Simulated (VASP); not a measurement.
# CuSn2 (I4/mmm) in VASP: single point with PBE

Aim: the single point of CuSn2 with PBE.

All numbers are computed with VASP 6.6.1; they aren't measurements. Logs are shortened: lines on timing, memory, paths and dates and some standing lists are left out, and cuts for length are marked.

### 1 The cell of the first run

The structure is tetragonal, space group I4/mmm (No. 139). Conventional cell: a = 3.213 Å, b = 3.213 Å, c = 12.894 Å, α = 90.00°, β = 90.00°, γ = 90.00°. Within 3.8 Å of Cu (site symmetry 4/mmm) lie 8 Sn at 2.89 Å and 4 Cu at 3.21 Å. Within 3.8 Å of Sn (site symmetry 4mm) lie 4 Cu at 2.89 Å and 9 Sn at 3.21 to 3.68 Å.

### 2 Single point, PBE

INCAR reads:

```
  PREC = Accurate
  ENCUT = 520
  EDIFF = 1E-6
  ISMEAR = 0
  SIGMA = 0.1
  LREAL = False
  LASPH = True
  NELM = 100
  ALGO = Fast
  ISIF = 2
  LWAVE = False
  LCHARG = True
  GGA = PE
  LELF = True
  LVHAR = True
  NBANDS = 26
```

KPOINTS reads:

```
regular mesh
0
Gamma
  18 18 18
```

POSCAR reads:

```
CuSn2
1.0
   -1.6065667916      1.6065667916      6.4471694448
    1.6065667916     -1.6065667916      6.4471694448
    1.6065667916      1.6065667916     -6.4471694448
Cu Sn
1 2
Direct
    0.0000000000      0.0000000000      0.0000000000
    0.3621095583      0.3621095583      0.0000000000
    0.6378904417      0.6378904417      0.0000000000
```

Potentials or basis: VASP PAW PBE potentials, release 64 (Cu, Sn_d).

Launch:

```bash
> cat potpaw_PBE.64/Cu/POTCAR potpaw_PBE.64/Sn_d/POTCAR > POTCAR
> mpirun -np 1 vasp_std > vasp.out
```

OUTCAR:

```text
PREC = Accurate
   ENCUT = 520
   EDIFF = 1E-6
   ISMEAR = 0
   LREAL = False
   LASPH = True
   NELM = 100
   ISIF = 2
   GGA = PE

 ion  position               nearest neighbor table
   1  0.000  0.000  0.000-   3 2.89   3 2.89   2 2.89   3 2.89   2 2.89   2 2.89   3 2.89   2 2.89

   2  0.362  0.362  0.000-   1 2.89   1 2.89   1 2.89   1 2.89   3 3.56   3 3.68   3 3.68   3 3.68
                             3 3.68
   3  0.638  0.638  0.000-   1 2.89   1 2.89   1 2.89   1 2.89   2 3.56   2 3.68   2 3.68   2 3.68
                             2 3.68

  LATTYP: Found a body centered tetragonal cell.
 ALAT       =     3.2131335832
 C/A-ratio  =     4.0130105256

  Lattice vectors:

 A1 = (  -1.6065667916,   1.6065667916,   6.4471694448)
 A2 = (   1.6065667916,  -1.6065667916,   6.4471694448)
 A3 = (   1.6065667916,   1.6065667916,  -6.4471694448)

Analysis of symmetry for initial positions (statically):
=====================================================================
 Subroutine PRICEL returns:
 Original cell was already a primitive cell.

 Routine SETGRP: Setting up the symmetry group for a
 body centered tetragonal supercell.

 Subroutine GETGRP returns: Found 16 space group operations
 (whereof 16 operations were pure point group operations)
 out of a pool of 16 trial point group operations.

The static configuration has the point symmetry D_4h.

Analysis of symmetry for dynamics (positions and initial velocities):
=====================================================================
 Subroutine PRICEL returns:
 Original cell was already a primitive cell.

 Routine SETGRP: Setting up the symmetry group for a
 body centered tetragonal supercell.

 Subroutine GETGRP returns: Found 16 space group operations
 (whereof 16 operations were pure point group operations)
 out of a pool of 16 trial point group operations.

The dynamic configuration has the point symmetry D_4h.

 Subroutine INISYM returns: Found 16 space group operations
 (whereof 16 operations are pure point group operations),
 and found     1 'primitive' translations

----------------------------------------------------------------------------------------

                                     Primitive cell

  volume of cell :      66.5620

  direct lattice vectors                    reciprocal lattice vectors
    -1.606566792  1.606566792  6.447169445     0.000000000  0.311222666  0.077553414
     1.606566792 -1.606566792  6.447169445     0.311222666  0.000000000  0.077553414
     1.606566792  1.606566792 -6.447169445     0.311222666  0.311222666  0.000000000

  length of vectors
     6.835796044  6.835796044  6.835796044     0.320739894  0.320739894  0.440135315

  position of ions in fractional coordinates (direct lattice)
     0.000000000  0.000000000  0.000000000
     0.362109558  0.362109558  0.000000000
     0.637890442  0.637890442  0.000000000

  ion indices of the primitive-cell ions
   primitive index   ion index
                 1           1
                 2           2
                 3           3

----------------------------------------------------------------------------------------

 KPOINTS: regular mesh

Automatic generation of k-mesh.
 Grid dimensions read from file:
 generate k-points for:   18   18   18

 Generating k-lattice:

  Cartesian coordinates                     Fractional coordinates (reciprocal lattice)
     0.000000000  0.017290148  0.004308523     0.055555556  0.000000000 -0.000000000
     0.017290148  0.000000000  0.004308523     0.000000000  0.055555556 -0.000000000
     0.017290148  0.017290148  0.000000000     0.000000000  0.000000000  0.055555556

  Length of vectors
     0.017818883  0.017818883  0.024451962

  Shift w.r.t. Gamma in fractional coordinates (k-lattice)
     0.000000000  0.000000000  0.000000000

 Subroutine IBZKPT returns following result:
 ===========================================

 Found    480 irreducible k-points:

 Following reciprocal coordinates:
            Coordinates               Weight
  0.000000  0.000000  0.000000      1.000000
  0.055556 -0.000000  0.000000      8.000000
  0.111111 -0.000000  0.000000      8.000000
  0.166667 -0.000000  0.000000      8.000000
  0.222222 -0.000000  0.000000      8.000000
  0.277778  0.000000  0.000000      8.000000
[... 16 lines left out ...]
 -0.277778  0.055556  0.000000     16.000000
 -0.222222  0.055556 -0.000000     16.000000
 [... further k-points ...]
   k-points           NKPTS =    480   k-points in BZ     NKDIM =    480   number of bands    NBANDS=     26
   number of dos      NEDOS =    301   number of ions     NIONS =      3
   total plane-waves  NPLWV = 157464
   dimension x,y,z NGX =    54 NGY =   54 NGZ =   54
   dimension x,y,z NGXF=   108 NGYF=  108 NGZF=  108
   ions per type =               1   2
   NGX,Y,Z   is equivalent  to a cutoff of  13.13, 13.13, 13.13 a.u.
   NGXF,Y,Z  is equivalent  to a cutoff of  26.27, 26.27, 26.27 a.u.
 SYSTEM =  unknown system
   PREC   = accura    normal or accurate (medium, high low for compatibility)
   ISTART =      0    job   : 0-new  1-cont  2-samecut
   ICHARG =      2    charge: 1-file 2-atom 10-const
   ISPIN  =      1    spin polarized calculation?
   LNONCOLLINEAR =      F non collinear calculations
   LSORBIT =      F    spin-orbit coupling
   LASPH  =      T    aspherical Exc in radial PAW
   ENCUT  =  520.0 eV  38.22 Ry    6.18 a.u.  12.71 12.71 12.71*2*pi/ulx,y,z
   NELM   =    100;   NELMIN=  2; NELMDL= -5     # of ELM steps
   EDIFF  = 0.1E-05   stopping-criterion for ELM
   LREAL  =      F    real-space projection
   EDIFFG = 0.1E-04   stopping-criterion for IOM
   NSW    =      0    number of steps for IOM
   IBRION =     -1    ionic relax: 0-MD 1-quasi-New 2-CG
   NFREE  =      0    steps in history (QN), initial steepest desc. (CG)
   ISIF   =      2    stress and relaxation
   ISYM   =      2    0-nonsym 1-usesym 2-fastsym
   POTIM  = 0.5000    time-step for ionic-motion
   TEBEG  =    0.0;   TEEND  =   0.0 temperature during run
   PSTRESS=    0.0 pullay stress
   NELECT =      39.0000    total number of electrons
   NUPDOWN=      -1.0000    fix difference up-down
   EMIN   =  10.00;   EMAX   =-10.00  energy-range for DOS
   EFERMI =   0.00;   METHOD = LEGACY
   ISMEAR =     0;   SIGMA  =   0.10  broadening in eV -4-tet -1-fermi 0-gaus
   EFERMI_NEDOS =   21; number of points for ismear=-14 and -15
   IALGO  =     68    algorithm
   IMIX   =      4    mixing-type and parameters
     AMIX     =   0.40;   BMIX     =  1.00
     AMIX_MAG =   1.60;   BMIX_MAG =  1.00
  volume/ion in A,a.u.               =      22.19       149.73
  Fermi-wavevector in a.u.,A,eV,Ry     =   1.369896  2.588727 25.532885  1.876614
  Thomas-Fermi vector in A             =   2.495730
   LORBIT       =      0    0 simple, 1 ext, 2 COOP (PROOUT), +10 PAW based schemes
   GGA     = PE    functional components
   LHFCALC =     F    Hartree Fock is set to
   AEXX    =    0.0000 exact exchange contribution
   IVDW    =     0    specifies the selected vdW correction
   LEPSILON=     F    determine dielectric tensor
   LRPA    =     F    only Hartree local field effects (RPA)
 non-spin polarized calculation
 RMM-DIIS sequential band-by-band and
 Gauss-broadening in eV      SIGMA  =   0.10
  energy-cutoff  :      520.00
  volume of cell :       66.56
 maximum number of plane-waves:      1817
 NGX is ok and might be reduce to    54
   NGX = 25   NGY = 25   NGZ = 25

 number of electron      38.9999996 magnetization

 Free energy of the ion-electron system (eV)
  ---------------------------------------------------
  ext. energy  EPLUGINS =         0.00000000
  ---------------------------------------------------
  free energy    TOTEN  =       -11.13765931 eV

  energy without entropy =      -11.13132819  energy(sigma->0) =      -11.13449375

 E-fermi :   7.9224     XC(G=0): -10.7555

 val. band max:        7.9219799021   @ k =  -0.2778   0.5000   0.0556
 cond. band min:       7.9256320463   @ k =   0.2222   0.2222   0.1667
 fundamental gap:      0.0036521442
 Fermi energy:         7.9224491657

 k-point     1 :       0.0000    0.0000    0.0000
  band No.  band energies     occupation
      1     -13.6286      2.00000
      2     -13.6192      2.00000
      3     -13.5231      2.00000
      4     -13.4865      2.00000
      5     -13.4150      2.00000
      6     -13.4150      2.00000
[... 18 lines left out ...]
     25      15.9343      0.00000
     26      16.2488      0.00000

 k-point     2 :       0.0556   -0.0000    0.0000
  band No.  band energies     occupation
      1     -13.6238      2.00000
      2     -13.6145      2.00000
      3     -13.5212      2.00000
      4     -13.4843      2.00000
      5     -13.4172      2.00000
      6     -13.4148      2.00000
[... 18 lines left out ...]
     25      16.0781      0.00000
     26      16.3742      0.00000

 k-point     3 :       0.1111   -0.0000    0.0000
  band No.  band energies     occupation
      1     -13.6107      2.00000
      2     -13.6020      2.00000
      3     -13.5147      2.00000
      4     -13.4772      2.00000
      5     -13.4234      2.00000
      6     -13.4140      2.00000
[... 18 lines left out ...]
     25      16.1189      0.00000
     26      16.5224      0.00000

 k-point     4 :       0.1667   -0.0000    0.0000
  band No.  band energies     occupation
      1     -13.5931      2.00000
      2     -13.5859      2.00000
      3     -13.5019      2.00000
      4     -13.4650      2.00000
      5     -13.4324      2.00000
      6     -13.4172      2.00000
[... 18 lines left out ...]
     25      16.1797      0.00000
     26      16.7268      0.00000
[... 496 lines left out ...]
      1     -13.5524      2.00000
      2     -13.5409      2.00000
      3     -13.4793      2.00000
      4     -13.4655      2.00000
      5     -13.4332      2.00000
      6     -13.4297      2.00000
[... 18 lines left out ...]
     25      15.4999      0.00000
     26      17.1938      0.00000

 k-point    23 :      -0.2778    0.0556    0.0000
  band No.  band energies     occupation
      1     -13.5584      2.00000
      2     -13.5512      2.00000
      3     -13.4672      2.00000
      4     -13.4612      2.00000
      5     -13.4336      2.00000
      6     -13.4223      2.00000
[... 18 lines left out ...]
     25      16.1142      0.00000
     26      16.6671      0.00000

 k-point    24 :      -0.2222    0.0556   -0.0000
  band No.  band energies     occupation
      1     -13.5694      2.00000
      2     -13.5648      2.00000
      3     -13.4815      2.00000
      4     -13.4544      2.00000
      5     -13.4342      2.00000
      6     -13.4307      2.00000
[... 18 lines left out ...]
     25      16.0894      0.00000
     26      16.9477      0.00000

 [... further k-points ...]

------------------------ aborting loop because EDIFF is reached ----------------------------------------

  FORCE on cell =-STRESS in cart. coord.  units (eV):
  Direction    XX          YY          ZZ          XY          YZ          ZX
  --------------------------------------------------------------------------------------
  -------------------------------------------------------------------------------------
  Total        0.0406759      0.0406759      0.0280007      0.0000000      0.0000000     -0.0000000
  in kB        0.9790855      0.9790855      0.6739879      0.0000000      0.0000000     -0.0000000
  external PRESSURE =       0.8773863 kB  Pullay stress =       0.0000000 kB

 VOLUME and BASIS-vectors are now :
 -----------------------------------------------------------------------------
  energy-cutoff  :      520.00
  volume of cell :       66.56
      direct lattice vectors                 reciprocal lattice vectors
    -1.606566792  1.606566792  6.447169445     0.000000000  0.311222666  0.077553414
     1.606566792 -1.606566792  6.447169445     0.311222666  0.000000000  0.077553414
     1.606566792  1.606566792 -6.447169445     0.311222666  0.311222666  0.000000000

 POSITION                                       TOTAL-FORCE (eV/Angst)
 -----------------------------------------------------------------------------------
      0.00000      0.00000      0.00000        -0.000000     -0.000000      0.000000
      0.00000      0.00000      4.66916         0.000000      0.000000     -0.015694
      0.00000      0.00000      8.22518        -0.000000     -0.000000      0.015694
 -----------------------------------------------------------------------------------
    total drift:                                0.000000      0.000000     -0.000000

  FREE ENERGIE OF THE ION-ELECTRON SYSTEM (eV)
  ---------------------------------------------------
  free  energy   TOTEN  =       -11.1376593102 eV

  energy  without entropy=      -11.1313281935  energy(sigma->0) =      -11.13449375
```

Wall time 44 min (1 thread of Intel Xeon 6975P-C (Granite Rapids), shared host); peak memory 0.98 GiB.

What came out:

| Quantity | Value |
| --- | --- |
| Free energy | -11.1377 eV |
| Pressure | 0.1 GPa |
| Largest force | 0.016 eV/Å |
| Band gap on the k mesh | zero (an odd number of electrons rules out a gap without spin polarisation) |

Forces on the atoms (eV/Å):
```
Cu   0.000  0.000  0.000
Sn   0.000  0.000 -0.016
Sn   0.000  0.000  0.016
```

Caveat: spin-orbit coupling is left out, which moves the levels of the heavy elements.
